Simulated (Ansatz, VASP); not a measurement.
One calculation of NiO, two programs

The input INCAR:

```
SYSTEM = NiO
PREC = Accurate
ENCUT = 520
EDIFF = 1E-7
ISMEAR = 0
SIGMA = 0.15
LREAL = .FALSE.
LASPH = .TRUE.
NELM = 150
ALGO = Normal
ISIF = 2
LWAVE = .FALSE.
LCHARG = .TRUE.
ISPIN = 2
MAGMOM = 1.61 0.33
LORBIT = 11
LMAXMIX = 4
GGA = PE
LELF = .TRUE.
LVHAR = .TRUE.
NBANDS = 19
```

The input KPOINTS:

```
regular mesh
0
G
  20 20 20
  0 0 0
```

The input POSCAR:

```
NiO
1.0
    0.0000000000      1.9867445000      2.0390272500
    1.9867445000      0.0000000000      2.0390272500
    1.9867445000      1.9867445000      0.0000000000
Ni O
1 1
Direct
    0.0000000000      0.0000000000      0.0000000000
    0.5000000000      0.5000000000      0.5000000000
```

Input for Ansatz:

```yaml
crystal:
  lattice:
    - [0.0, 1.9867445, 2.03902725]
    - [1.9867445, 0.0, 2.03902725]
    - [1.9867445, 1.9867445, 0.0]
  atoms:
    - { symbol: Ni, position: [0.0, 0.0, 0.0], spin: 1.61 }
    - { symbol: O, position: [0.5, 0.5, 0.5], spin: 0.33 }
basis:
  ecutwfc: 420
kpoints:
  mp_grid: { grid: [20, 20, 20] }
hamiltonian:
  xc: pbe
scf:
  occupations: { method: gaussian, width: 0.15 }
output:
  forces: true
  stress: true
  eigenvalues: true
  populations: true
  write_density: true
  write_potential: true
  elf: true
  volumetric_format: npy
magnetization:
  spin_polarized: true
```

Change from the starting cell: strain -0.050 along x and y, -0.025 along z, atoms carried along.

Alike in both runs: task single point; functional PBE; k mesh 20 × 20 × 20; occupations gaussian, width 0.15 eV; collinear spin.

|  | VASP | Ansatz |
| --- | --- | --- |
| version | VASP 6.6.1 | Ansatz 0.2.0 |
| potentials or method | VASP PAW PBE potentials, release 64 (Ni, O), cutoff 520 eV | scalar-relativistic, plane waves, PAW |
| valence electrons in the cell | 16 | 24 |

VASP gave:

* gap on the k mesh at the Fermi level (eV): none
* pressure (GPa): 34.1
* traceless stress, the component that is largest in VASP (GPa): -4.09
* net moment per atom (μB): 0.58
* size of the moment on the site where the two differ most (μB): 0.97

Q: Estimate Ansatz's values.

A: gap on the k mesh at the Fermi level (eV): none; pressure (GPa): 34.4; traceless stress, the component that is largest in VASP (GPa): -3.90; net moment per atom (μB): 0.61; size of the moment on the site where the two differ most (μB): 1.00.

Site moments also hang on the region over which each program counts them. A gap of «none» marks a metal or a gap that the smearing closes. Both programs put the cell under a high pressure, so it lies far from rest at this level. The functional is the same, so the differences come from potentials, cutoffs and numerics. VASP's potentials hold 16 valence electrons a cell and Ansatz's 24, so a difference there can come from the potentials and not from the codes.
